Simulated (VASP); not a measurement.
Runs of VASP 6.6.1 on W. The structure is that of space group Fm-3m (No. 225), or close to it. The cells are those of the table. 

| cell | k mesh | gap on the mesh (eV) | pressure (GPa) |
| --- | --- | --- | --- |
| a = 2.786 Å, angles 60.0°, 1 atom | 15 × 15 × 15 | none | 27.7 |
| a = 2.902 Å, angles 60.0°, 1 atom | 15 × 15 × 15 | none | -9.9 |
| a = 2.974 Å, angles 60.0°, 1 atom | 15 × 15 × 15 | none | -24.7 |
| a = 2.938 Å, angles 60.0°, 1 atom | 15 × 15 × 15 | none | -18.0 |
| a = 2.864 Å, angles 60.0°, 1 atom | 15 × 15 × 15 | none | (b) |
| a = 2.864 Å, angles 60.0°, 1 atom | 14 × 14 × 14 | none | 0.4 |
| a = 2.745 Å, angles 60.0°, 1 atom | 15 × 15 × 15 | none | (c) |
| a = 2.825 Å, angles 60.0°, 1 atom | 15 × 15 × 15 | none | (a) |

Alike in all rows: task single point; level revPBE; potentials or basis VASP PAW PBE potentials, release 64 (W_sv); no spin polarisation; cutoff (eV) 520; smearing fermi-dirac 0.1 eV.

Problem. Fill in the values left out.

Solution. (a) 12.6; (b) 0.2; (c) 46.2.

Caveats: the PAW data sets were made with another functional, which shifts forces and pressure a little; spin-orbit coupling is left out, which moves the levels of the heavy elements.

A k mesh can miss the band edges, and the runs leave out spin-orbit coupling on W.

A gap of «none» marks levels without a gap at the run's occupations.
